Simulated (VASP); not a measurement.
Input of a VASP 6.6.1 run:

File INCAR:

```
SYSTEM = Ga
PREC = Accurate ; ENCUT = 520
EDIFF = 1E-6 ; ISMEAR = -1
SIGMA = 0.08 ; LREAL = .False.
LASPH = .True. ; NELM = 80
ALGO = Normal ; ISIF = 2
LWAVE = .False. ; LCHARG = .False.
GGA = CA ; NBANDS = 20
```

KPOINTS

```
Automatic mesh
0
Gamma
  13 13 13
  0 0 0
```

The input POSCAR:

```
Ga
1.0
    0.0000000000      2.4582487101      2.4582487101
    2.4582487101      0.0000000000      2.4582487101
    2.4582487101      2.4582487101      0.0000000000
Ga
2
Direct
   -0.1250000000     -0.1250000000     -0.1250000000
    0.1250000000      0.1250000000      0.1250000000
```

Potentials or basis: VASP PAW LDA potentials, release 64 (Ga_d).

Launch:

```console
$ cat potpaw_LDA.64/Ga_d/POTCAR > POTCAR
$ mpirun -np 1 vasp_std > vasp.out
```

Question: Estimate the band gap on the k mesh.

Answer: Zero (bands 13 and 14 overlap by 7.14 eV).

Question: Estimate the pressure.

Answer: 58.0 GPa.

Caveat: the cell stands under pressure.
